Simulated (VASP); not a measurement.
# Al2Au (Fm-3m) in VASP: single point with PBEsol

Aim: the single point of Al2Au with PBEsol.

Everything below comes from runs of VASP 6.6.1. Logs are shortened: lines on timing, memory, paths and dates and some standing lists are left out, and cuts for length are marked.

## 1. The cell of the first run

Symmetry: Fm-3m, No. 225, cubic system. The conventional cell has a = 6.003 Å, b = 6.003 Å, c = 6.003 Å, α = 90.00°, β = 90.00°, γ = 90.00°. Within 3.4 Å of Al (site symmetry -43m) lie 4 Au at 2.60 Å and 6 Al at 3.00 Å. Within 3.4 Å of Au (site symmetry m-3m) lie 8 Al at 2.60 Å.

## 2. Single point, PBEsol

INCAR reads:

```
PREC = Accurate ; ENCUT = 520
EDIFF = 1E-6 ; ISMEAR = 1
SIGMA = 0.05 ; LREAL = F
LASPH = T ; NELM = 80
ALGO = Normal ; ISIF = 2
LWAVE = F ; LCHARG = F
GGA = PS ; NBANDS = 16
```

KPOINTS reads:

```
regular mesh
0
Gamma
  12 12 12
```

POSCAR reads:

```
Al2Au
1.0
    0.0000000000      3.0017306549      3.0017306549
    3.0017306549      0.0000000000      3.0017306549
    3.0017306549      3.0017306549      0.0000000000
Al Au
2 1
Direct
    0.2500000000      0.2500000000      0.2500000000
    0.7500000000      0.7500000000      0.7500000000
    0.0000000000      0.0000000000      0.0000000000
```

Potentials or basis: VASP PAW PBE potentials, release 64 (Al, Au).

Started as:

```sh
cat potpaw_PBE.64/Al/POTCAR potpaw_PBE.64/Au/POTCAR > POTCAR
mpirun -np 1 vasp_std > vasp.out
```

OUTCAR:

```text
PREC = Accurate
   ENCUT = 520
   EDIFF = 1E-6
   ISMEAR = 1
   LREAL = F
   LASPH = T
   NELM = 80
   ISIF = 2
   GGA = PS

 ion  position               nearest neighbor table
   1  0.250  0.250  0.250-   3 2.60   3 2.60   3 2.60   3 2.60   2 3.00   2 3.00   2 3.00   2 3.00
                             2 3.00   2 3.00
   2  0.750  0.750  0.750-   3 2.60   3 2.60   3 2.60   3 2.60   1 3.00   1 3.00   1 3.00   1 3.00
                             1 3.00   1 3.00
   3  0.000  0.000  0.000-   2 2.60   2 2.60   2 2.60   1 2.60   2 2.60   1 2.60   1 2.60   1 2.60

  LATTYP: Found a face centered cubic cell.
 ALAT       =     6.0034613098

  Lattice vectors:

 A1 = (   0.0000000000,   3.0017306549,   3.0017306549)
 A2 = (   3.0017306549,   0.0000000000,   3.0017306549)
 A3 = (   3.0017306549,   3.0017306549,   0.0000000000)

Analysis of symmetry for initial positions (statically):
=====================================================================
 Subroutine PRICEL returns:
 Original cell was already a primitive cell.

 Routine SETGRP: Setting up the symmetry group for a
 face centered cubic supercell.

 Subroutine GETGRP returns: Found 48 space group operations
 (whereof 48 operations were pure point group operations)
 out of a pool of 48 trial point group operations.

The static configuration has the point symmetry O_h .

Analysis of symmetry for dynamics (positions and initial velocities):
=====================================================================
 Subroutine PRICEL returns:
 Original cell was already a primitive cell.

 Routine SETGRP: Setting up the symmetry group for a
 face centered cubic supercell.

 Subroutine GETGRP returns: Found 48 space group operations
 (whereof 48 operations were pure point group operations)
 out of a pool of 48 trial point group operations.

The dynamic configuration has the point symmetry O_h .

 Subroutine INISYM returns: Found 48 space group operations
 (whereof 48 operations are pure point group operations),
 and found     1 'primitive' translations

----------------------------------------------------------------------------------------

                                     Primitive cell

  volume of cell :      54.0935

  direct lattice vectors                    reciprocal lattice vectors
     0.000000000  3.001730655  3.001730655    -0.166570575  0.166570575  0.166570575
     3.001730655  0.000000000  3.001730655     0.166570575 -0.166570575  0.166570575
     3.001730655  3.001730655  0.000000000     0.166570575  0.166570575 -0.166570575

  length of vectors
     4.245088203  4.245088203  4.245088203     0.288508698  0.288508698  0.288508698

  position of ions in fractional coordinates (direct lattice)
     0.250000000  0.250000000  0.250000000
     0.750000000  0.750000000  0.750000000
     0.000000000  0.000000000  0.000000000

  ion indices of the primitive-cell ions
   primitive index   ion index
                 1           1
                 2           2
                 3           3

----------------------------------------------------------------------------------------

 KPOINTS: regular mesh

Automatic generation of k-mesh.
 Grid dimensions read from file:
 generate k-points for:   12   12   12

 Generating k-lattice:

  Cartesian coordinates                     Fractional coordinates (reciprocal lattice)
    -0.013880881  0.013880881  0.013880881     0.083333333  0.000000000  0.000000000
     0.013880881 -0.013880881  0.013880881     0.000000000  0.083333333  0.000000000
     0.013880881  0.013880881 -0.013880881     0.000000000  0.000000000  0.083333333

  Length of vectors
     0.024042392  0.024042392  0.024042392

  Shift w.r.t. Gamma in fractional coordinates (k-lattice)
     0.000000000  0.000000000  0.000000000

 Subroutine IBZKPT returns following result:
 ===========================================

 Found     72 irreducible k-points:

 Following reciprocal coordinates:
            Coordinates               Weight
  0.000000  0.000000  0.000000      1.000000
  0.083333  0.000000  0.000000      8.000000
  0.166667  0.000000  0.000000      8.000000
  0.250000  0.000000  0.000000      8.000000
  0.333333  0.000000  0.000000      8.000000
  0.416667  0.000000  0.000000      8.000000
[... 16 lines left out ...]
  0.500000  0.166667  0.000000     24.000000
 -0.416667  0.166667  0.000000     24.000000
 [... further k-points ...]
   k-points           NKPTS =     72   k-points in BZ     NKDIM =     72   number of bands    NBANDS=     16
   number of dos      NEDOS =    301   number of ions     NIONS =      3
   total plane-waves  NPLWV =  32768
   dimension x,y,z NGX =    32 NGY =   32 NGZ =   32
   dimension x,y,z NGXF=    64 NGYF=   64 NGZF=   64
   ions per type =               2   1
   NGX,Y,Z   is equivalent  to a cutoff of  12.53, 12.53, 12.53 a.u.
   NGXF,Y,Z  is equivalent  to a cutoff of  25.06, 25.06, 25.06 a.u.
 SYSTEM =  unknown system
   PREC   = accura    normal or accurate (medium, high low for compatibility)
   ISTART =      0    job   : 0-new  1-cont  2-samecut
   ICHARG =      2    charge: 1-file 2-atom 10-const
   ISPIN  =      1    spin polarized calculation?
   LNONCOLLINEAR =      F non collinear calculations
   LSORBIT =      F    spin-orbit coupling
   LASPH  =      T    aspherical Exc in radial PAW
   ENCUT  =  520.0 eV  38.22 Ry    6.18 a.u.   7.89  7.89  7.89*2*pi/ulx,y,z
   NELM   =     80;   NELMIN=  2; NELMDL= -5     # of ELM steps
   EDIFF  = 0.1E-05   stopping-criterion for ELM
   LREAL  =      F    real-space projection
   EDIFFG = 0.1E-04   stopping-criterion for IOM
   NSW    =      0    number of steps for IOM
   IBRION =     -1    ionic relax: 0-MD 1-quasi-New 2-CG
   NFREE  =      0    steps in history (QN), initial steepest desc. (CG)
   ISIF   =      2    stress and relaxation
   ISYM   =      2    0-nonsym 1-usesym 2-fastsym
   POTIM  = 0.5000    time-step for ionic-motion
   TEBEG  =    0.0;   TEEND  =   0.0 temperature during run
   PSTRESS=    0.0 pullay stress
   NELECT =      17.0000    total number of electrons
   NUPDOWN=      -1.0000    fix difference up-down
   EMIN   =  10.00;   EMAX   =-10.00  energy-range for DOS
   EFERMI =   0.00;   METHOD = LEGACY
   ISMEAR =     1;   SIGMA  =   0.05  broadening in eV -4-tet -1-fermi 0-gaus
   EFERMI_NEDOS =   21; number of points for ismear=-14 and -15
   IALGO  =     38    algorithm
   IMIX   =      4    mixing-type and parameters
     AMIX     =   0.40;   BMIX     =  1.00
     AMIX_MAG =   1.60;   BMIX_MAG =  1.00
  volume/ion in A,a.u.               =      18.03       121.68
  Fermi-wavevector in a.u.,A,eV,Ry     =   1.113037  2.103334 16.855582  1.238850
  Thomas-Fermi vector in A             =   2.249617
   LORBIT       =      0    0 simple, 1 ext, 2 COOP (PROOUT), +10 PAW based schemes
   GGA     = PS    functional components
   LHFCALC =     F    Hartree Fock is set to
   AEXX    =    0.0000 exact exchange contribution
   IVDW    =     0    specifies the selected vdW correction
   LEPSILON=     F    determine dielectric tensor
   LRPA    =     F    only Hartree local field effects (RPA)
 non-spin polarized calculation
 Methfessel and Paxton  Order N= 1 SIGMA  =   0.05
  energy-cutoff  :      520.00
  volume of cell :       54.09
 maximum number of plane-waves:      1475
   NGX = 15   NGY = 15   NGZ = 15

 number of electron      17.0000001 magnetization

 Free energy of the ion-electron system (eV)
  ---------------------------------------------------
  ext. energy  EPLUGINS =         0.00000000
  ---------------------------------------------------
  free energy    TOTEN  =       -13.47532568 eV

  energy without entropy =      -13.47505282  energy(sigma->0) =      -13.47523473

 E-fermi :   7.6589     XC(G=0): -10.6320

 val. band max:        7.6568033771   @ k =   0.2500   0.1667   0.0833
 cond. band min:       7.6977985246   @ k =  -0.2500   0.0833   0.0000
 fundamental gap:      0.0409951475
 Fermi energy:         7.6588924595

 k-point     1 :       0.0000    0.0000    0.0000
  band No.  band energies     occupation
      1      -2.8816      2.00000
      2       1.0733      2.00000
      3       1.0733      2.00000
      4       1.0733      2.00000
      5       2.0329      2.00000
      6       2.0329      2.00000
[... 8 lines left out ...]
     15      13.3949      0.00000
     16      13.3949      0.00000

 k-point     2 :       0.0833    0.0000    0.0000
  band No.  band energies     occupation
      1      -2.7904      2.00000
      2       1.0430      2.00000
      3       1.0965      2.00000
      4       1.0965      2.00000
      5       2.0277      2.00000
      6       2.0277      2.00000
[... 8 lines left out ...]
     15      13.1503      0.00000
     16      13.2018      0.00000

 k-point     3 :       0.1667    0.0000    0.0000
  band No.  band energies     occupation
      1      -2.5218      2.00000
      2       0.9667      2.00000
      3       1.1570      2.00000
      4       1.1570      2.00000
      5       2.0202      2.00000
      6       2.0202      2.00000
[... 8 lines left out ...]
     15      13.1227      0.00000
     16      13.3331      0.00000

 k-point     4 :       0.2500    0.0000    0.0000
  band No.  band energies     occupation
      1      -2.0944      2.00000
      2       0.8837      2.00000
      3       1.2292      2.00000
      4       1.2292      2.00000
      5       2.0301      2.00000
      6       2.0301      2.00000
[... 8 lines left out ...]
     15      13.9721      0.00000
     16      14.1109      0.00000
[... 324 lines left out ...]
 k-point    22 :       0.4167    0.1667    0.0000
  band No.  band energies     occupation
      1      -1.0500      2.00000
      2       0.7118      2.00000
      3       1.3684      2.00000
      4       1.4257      2.00000
      5       2.0023      2.00000
      6       2.1905      2.00000
[... 8 lines left out ...]
     15      16.9284      0.00000
     16      17.3158      0.00000

 k-point    23 :       0.5000    0.1667    0.0000
  band No.  band energies     occupation
      1      -0.6067      2.00000
      2       0.8265      2.00000
      3       1.3882      2.00000
      4       1.4484      2.00000
      5       2.1697      2.00000
      6       2.1722      2.00000
[... 8 lines left out ...]
     15      16.8033      0.00000
     16      17.6379      0.00000

 k-point    24 :      -0.4167    0.1667    0.0000
  band No.  band energies     occupation
      1      -0.5399      2.00000
      2       0.8907      2.00000
      3       1.4327      2.00000
      4       1.4522      2.00000
      5       2.0777      2.00000
      6       2.0937      2.00000
[... 8 lines left out ...]
     15      15.8882      0.00000
     16      16.4047      0.00000

 [... further k-points ...]
[... 5 lines left out ...]
  --------------------------------------------------------------------------------------
  -------------------------------------------------------------------------------------
  Total       -0.0739039     -0.0739039     -0.0739039      0.0000000      0.0000000      0.0000000
  in kB       -2.1889341     -2.1889341     -2.1889341      0.0000000      0.0000000      0.0000000
  external PRESSURE =      -2.1889341 kB  Pullay stress =       0.0000000 kB

 VOLUME and BASIS-vectors are now :
 -----------------------------------------------------------------------------
  energy-cutoff  :      520.00
  volume of cell :       54.09
      direct lattice vectors                 reciprocal lattice vectors
     0.000000000  3.001730655  3.001730655    -0.166570575  0.166570575  0.166570575
     3.001730655  0.000000000  3.001730655     0.166570575 -0.166570575  0.166570575
     3.001730655  3.001730655  0.000000000     0.166570575  0.166570575 -0.166570575

 POSITION                                       TOTAL-FORCE (eV/Angst)
 -----------------------------------------------------------------------------------
      1.50087      1.50087      1.50087        -0.000000     -0.000000     -0.000000
      4.50260      4.50260      4.50260         0.000000      0.000000      0.000000
      0.00000      0.00000      0.00000         0.000000     -0.000000      0.000000
 -----------------------------------------------------------------------------------
    total drift:                                0.000000     -0.000000      0.000000

  FREE ENERGIE OF THE ION-ELECTRON SYSTEM (eV)
  ---------------------------------------------------
  free  energy   TOTEN  =       -13.4753256832 eV

  energy  without entropy=      -13.4750528226  energy(sigma->0) =      -13.47523473
```

It took 29 s on 1 thread of AMD EPYC 9R45 (Zen 5), shared host; peak memory 0.18 GiB.

What came out:

```
Free energy : -13.4753 eV
Pressure    : -0.2 GPa
```

Caveat: the PAW data sets were made with another functional, which shifts forces and pressure a little; spin-orbit coupling is left out, which moves the levels of the heavy elements.
